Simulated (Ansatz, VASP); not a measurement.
**Two plane-wave programs on CsBr**

POSCAR

```
CsBr
1.0
    4.3193779122      0.0000000000      0.0000000000
    0.0000000000      4.3193779122      0.0000000000
    0.0000000000      0.0000000000      4.3193779122
Cs Br
1 1
Direct
    0.0000000000      0.0000000000      0.0000000000
    0.5000000000      0.5000000000      0.5000000000
```

File INCAR.step1:

```
  PREC = Accurate
  ENCUT = 550
  ISMEAR = 0
  SIGMA = 0.01
  LREAL = F
  LASPH = T
  NELM = 120
  NBANDS = 15
  GGA = PE
  ALGO = Normal
  EDIFF = 1E-5
  LWAVE = T
  LCHARG = F
  GGA_COMPAT = F
```

File INCAR.step2:

```
  PREC = Accurate
  ENCUT = 550
  EDIFF = 1E-6
  ISMEAR = 0
  SIGMA = 0.01
  LREAL = F
  LASPH = T
  NELM = 120
  ALGO = Normal
  ISIF = 2
  LWAVE = F
  LCHARG = T
  METAGGA = R2SCAN
  LMIXTAU = T
  LELF = T
  LVHAR = T
  NBANDS = 15
  ISTART = 1
  GGA_COMPAT = F
```

File KPOINTS:

```
regular mesh
0
Gamma
  4 4 4
```

Input for Ansatz:

```yaml
crystal:
  lattice:
    - [4.3193779122, 0.0, 0.0]
    - [0.0, 4.3193779122, 0.0]
    - [0.0, 0.0, 4.3193779122]
  atoms:
    - { symbol: Cs, position: [0.0, 0.0, 0.0] }
    - { symbol: Br, position: [0.5, 0.5, 0.5] }
kpoints:
  mp_grid: { grid: [4, 4, 4] }
hamiltonian:
  xc: r2scan
scf:
  occupations: { method: fixed }
output:
  optics:
    e_range: [0, 19]
    de: 0.05
    sigma: 0.1
    bands: { spectra_wanted_up_to: 19 }
  write_density: true
  write_potential: true
  elf: true
  volumetric_format: npy
```

Alike in both runs: task single point; functional r2SCAN; k mesh 4 × 4 × 4; no spin polarisation.

|  | VASP | Ansatz |
| --- | --- | --- |
| version | VASP 6.6.1 | Ansatz 0.2.0 |
| potentials or method | VASP PAW PBE potentials, release 64 (Cs_sv, Br) | plane waves, PAW |
| plane-wave cutoff (eV) | 550 | 500 |
| occupations | gaussian, width 0.01 eV | fixed |
| valence electrons in the cell | 16 | 16 |

Ansatz gave:

```
gap on the k mesh at the Fermi level (eV) : 5.20
```

**Question.** What did VASP give for the same quantities?

**Answer.** gap on the k mesh at the Fermi level (eV): 5.19.

VASP's potentials were made for PBE, not for r2SCAN.

Spin-orbit coupling is off throughout.
